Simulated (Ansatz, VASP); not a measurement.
# Two plane-wave programs on Zn

The input INCAR:

```
PREC     = Accurate       # precision mode
ENCUT    = 520            # plane-wave cutoff, eV
EDIFF    = 1E-6           # SCF threshold, eV
ISMEAR   = -1             # smearing method
SIGMA    = 0.1            # smearing width, eV
LREAL    = False          # projectors in reciprocal space
LASPH    = True           # aspherical terms in the spheres
NELM     = 80             # most SCF steps
ALGO     = Normal         # electronic algorithm
ISIF     = 2              # what is computed and relaxed
LWAVE    = False          # write WAVECAR
LCHARG   = False          # write CHGCAR
GGA      = PE             # functional
NBANDS   = 32             # bands
```

The input KPOINTS:

```
Automatic mesh
0
Gamma
  8 7 14
```

The input POSCAR:

```
Zn
1.0
    0.0000000000      4.5653618263      0.0000000000
    0.0000000000      0.0000000000      5.0929170559
    2.6358128793      0.0000000000      0.0000000000
Zn
4
Direct
    0.3333333330      0.2500000000      0.0000000000
    0.8333333330      0.2500000000      0.5000000000
    0.1666666670      0.7500000000      0.5000000000
    0.6666666670      0.7500000000      0.0000000000
```

Input for Ansatz:

```yaml
crystal:
  lattice:
    - [0.0, 4.5653618263, 0.0]
    - [0.0, 0.0, 5.0929170559]
    - [2.6358128793, 0.0, 0.0]
  atoms:
    - { symbol: Zn, position: [0.333333333, 0.25, 0.0] }
    - { symbol: Zn, position: [0.833333333, 0.25, 0.5] }
    - { symbol: Zn, position: [0.166666667, 0.75, 0.5] }
    - { symbol: Zn, position: [0.666666667, 0.75, 0.0] }
kpoints:
  mp_grid: { grid: [8, 7, 14] }
scf:
  occupations: { method: fermi_dirac, width: 0.1 }
hamiltonian:
  xc: pbe
  pseudopotentials: { kind: paw }
output:
  forces: true
  stress: true
  eigenvalues: true
```

Alike in both runs: task single point; functional PBE; k mesh 8 × 7 × 14; occupations fermi-dirac, width 0.1 eV; no spin polarisation.

|  | VASP | Ansatz |
| --- | --- | --- |
| version | VASP 6.6.1 | Ansatz 0.2.0 |
| potentials or method | VASP PAW PBE potentials, release 64 (Zn) | PAW with Ansatz's default frozen-core files, scalar-relativistic |
| plane-wave cutoff (eV) | 520 | 420 |
| valence electrons in the cell | 48 | 48 |

|  | VASP | Ansatz | Ansatz less VASP |
| --- | --- | --- | --- |
| pressure (GPa) | 0.5 | 0.1 | -0.41 |
| traceless stress, the component that is largest in VASP (GPa) | -0.72 | -0.51 | +0.206 |
